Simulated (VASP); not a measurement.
A run of VASP 6.6.1 is set up as follows.

Contents of INCAR:

```
PREC     = Accurate       # precision mode
ENCUT    = 520            # plane-wave cutoff, eV
EDIFF    = 1E-6           # SCF threshold, eV
ISMEAR   = 0              # smearing method
SIGMA    = 0.15           # smearing width, eV
LREAL    = False          # projectors in reciprocal space
LASPH    = True           # aspherical terms in the spheres
NELM     = 80             # most SCF steps
ALGO     = Fast           # electronic algorithm
ISIF     = 2              # what is computed and relaxed
LWAVE    = False          # write WAVECAR
LCHARG   = False          # write CHGCAR
GGA      = PS             # functional
NBANDS   = 14             # bands
```

The input KPOINTS:

```
Automatic mesh
0
Gamma
  22 22 22
```

File POSCAR:

```
Rh
1.0
    0.0000000000      1.9205655000      1.9015500000
    1.9015500000      0.0000000000      1.9015500000
    1.9015500000      1.9205655000      0.0000000000
Rh
1
Direct
    0.0000000000      0.0000000000      0.0000000000
```

Potentials or basis: VASP PAW PBE potentials, release 64 (Rh_pv).

The run is started by

```console
$ cat potpaw_PBE.64/Rh_pv/POTCAR > POTCAR
$ mpirun -np 1 vasp_std > vasp.out
```

Task: Estimate the band gap on the k mesh.

Result: Zero (an odd number of electrons rules out a gap without spin polarisation).

Task: Predict the pressure.

Result: -7.8 GPa.

Stress tensor (GPa, compression positive):
```
-7.00  0.00  0.00
 0.00 -9.40  0.00
 0.00  0.00 -7.00
```

Caveat: the cell differs from its parent crystal (strain +0.0100 x Voigt [0, 1, 0, 0, 0, 0]); the cell stands under tension; the PAW data sets were made with another functional, which shifts forces and pressure a little.
